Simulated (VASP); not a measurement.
Set up this calculation in VASP 6.6.1, as the native input.

```
Task                   : single point
Functional             : PBE
Potentials or basis    : VASP PAW PBE potentials, release 64 (Ga_d)
Cutoff                 : 520 eV
k mesh                 : 20 × 20 × 20
Occupations            : gaussian, width 0.1 eV
Spin                   : no spin polarisation
Dipole correction      : no
Further INCAR settings : ALGO = Fast; EDIFF = 1e-06; NBANDS = 12
```

The structure of Ga lies in POSCAR:

```
Ga
1.0
    2.7161591794      0.0000000000      0.0000000000
    0.0000000000      2.7161591794      0.0000000000
    0.0000000000      0.0000000000      2.7171105552
Ga
1
Direct
    0.5000000000      0.5000000000      0.5000000000
```

The cell was built from a structure type or drawn by symmetry, and may not be a known phase.

The input as run:

INCAR

```
SYSTEM = Ga
ALGO = Fast ; EDIFF = 1E-6
ENCUT = 520 ; GGA = PE
ISIF = 2 ; ISMEAR = 0
LASPH = .TRUE. ; LCHARG = .FALSE.
LREAL = .FALSE. ; LWAVE = .FALSE.
NBANDS = 12 ; NELM = 100
PREC = Accurate ; SIGMA = 0.1
```

KPOINTS

```
k-points
0
G
  20 20 20
  0 0 0
```

Potentials or basis: VASP PAW PBE potentials, release 64 (Ga_d).

Command:

```bash
$ cat potpaw_PBE.64/Ga_d/POTCAR > POTCAR
$ mpirun -np 1 vasp_std > vasp.out
```

It gave:

The pressure is 0.1 GPa and the band gap on the k mesh is zero (an odd number of electrons rules out a gap without spin polarisation).

Wall time 2.7 min on 1 thread of Intel Xeon 8259CL, with other jobs on the host, peak memory 0.26 GiB.
